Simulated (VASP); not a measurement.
Set up this calculation in VASP 6.6.1, as the native input.

```
Task                   : single point
Functional             : PBE
Potentials or basis    : VASP PAW PBE potentials, release 64 (Te, O)
Cutoff                 : 520 eV
k mesh                 : 6 × 6 × 4
Occupations            : gaussian, width 0.1 eV
Spin                   : no spin polarisation
Dipole correction      : no
Further INCAR settings : ALGO = Normal; EDIFF = 1e-07; NBANDS = 23
```

The structure of Te3O2 lies in POSCAR:

```
Te3O2
1.0
    4.0175056322      0.0000000000      0.0000000000
   -2.0087528161      3.4792619373      0.0000000000
    0.0000000000      0.0000000000      7.7703617999
Te O
3 2
Direct
    0.0000000000      0.0000000000      0.0000000000
    0.3333333333      0.6666666667      0.6378086771
    0.6666666667      0.3333333333      0.3621913229
    0.3333333333      0.6666666667     -0.0887366131
    0.6666666667      0.3333333333      1.0887366131
```

The cell was generated, and may not be a known phase.

The input as run:

INCAR

```
SYSTEM = Te3O2
  PREC = Accurate
  ENCUT = 520
  EDIFF = 1E-7
  ISMEAR = 0
  SIGMA = 0.1
  LREAL = .False.
  LASPH = .True.
  NELM = 100
  ALGO = Normal
  ISIF = 2
  LWAVE = .False.
  LCHARG = .False.
  GGA = PE
  NBANDS = 23
```

KPOINTS

```
Automatic mesh
0
Gamma
  6 6 4
  0 0 0
```

Potentials or basis: VASP PAW PBE potentials, release 64 (Te, O).

Launch:

```bash
$ cat potpaw_PBE.64/Te/POTCAR potpaw_PBE.64/O/POTCAR > POTCAR
$ mpirun -np 1 vasp_std > vasp.out
```

It gave:

The pressure is -0.3 GPa. The largest force is 0.013 eV/Å and the band gap on the k mesh is zero (bands 15 and 16 overlap by 0.95 eV).

Caveat: spin-orbit coupling is left out, which moves the levels of the heavy elements.

It took 2.5 min on 1 thread of AMD EPYC 9755 128-Core Processor (shared host), peak memory 0.2 GiB.
